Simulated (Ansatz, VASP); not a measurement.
**MgAu in VASP and in Ansatz**

File INCAR:

```
PREC = Accurate
ENCUT = 520
EDIFF = 1E-8
ISMEAR = -1
SIGMA = 0.05
LREAL = F
LASPH = T
NELM = 100
ALGO = Normal
ISIF = 2
LWAVE = F
LCHARG = F
GGA = CA
LEFG = T
NBANDS = 14
```

KPOINTS

```
Automatic mesh
0
Gamma
  13 13 13
```

File POSCAR:

```
MgAu
1.0
    3.2481002530      0.0000000000      0.0000000000
    0.0000000000      3.2481002530      0.0000000000
    0.0000000000      0.0000000000      3.2481002530
Mg Au
1 1
Direct
    0.5000000000      0.5000000000      0.5000000000
    0.0000000000      0.0000000000      0.0000000000
```

Input for Ansatz:

```yaml
crystal:
  lattice:
    - [3.248100253, 0.0, 0.0]
    - [0.0, 3.248100253, 0.0]
    - [0.0, 0.0, 3.248100253]
  atoms:
    - { symbol: Mg, position: [0.5, 0.5, 0.5] }
    - { symbol: Au, position: [0.0, 0.0, 0.0] }
kpoints:
  mp_grid: { grid: [13, 13, 13] }
scf:
  occupations: { method: fermi_dirac, width: 0.05 }
hamiltonian:
  xc: lda
  pseudopotentials: { kind: paw }
output:
  forces: true
  stress: true
  eigenvalues: true
  efg: { contact_densities: true }
  write_density: true
  write_potential: true
  elf: true
  volumetric_format: npy
```

Change from the starting cell: volume scaled by 0.99, PAW files.

Alike in both runs: task electric field gradients; functional LDA; k mesh 13 × 13 × 13; occupations fermi-dirac, width 0.05 eV; no spin polarisation.

|  | VASP | Ansatz |
| --- | --- | --- |
| version | VASP 6.6.1 | Ansatz 0.2.0 |
| potentials or method | VASP PAW LDA potentials, release 64 (Mg, Au) | PAW with Ansatz's default frozen-core files, scalar-relativistic |
| plane-wave cutoff (eV) | 520 | 420 |
| valence electrons in the cell | 13 | 29 |

VASP gave:

```
pressure (GPa) : -3.0
```

Estimate Ansatz's values.

pressure (GPa): -2.6.

LDA's correlation is that of Perdew and Zunger in VASP and of Perdew and Wang (1992) in Ansatz. VASP's potentials hold 13 valence electrons a cell and Ansatz's 29, so a difference there can come from the potentials and not from the codes.

Spin-orbit coupling is off throughout.
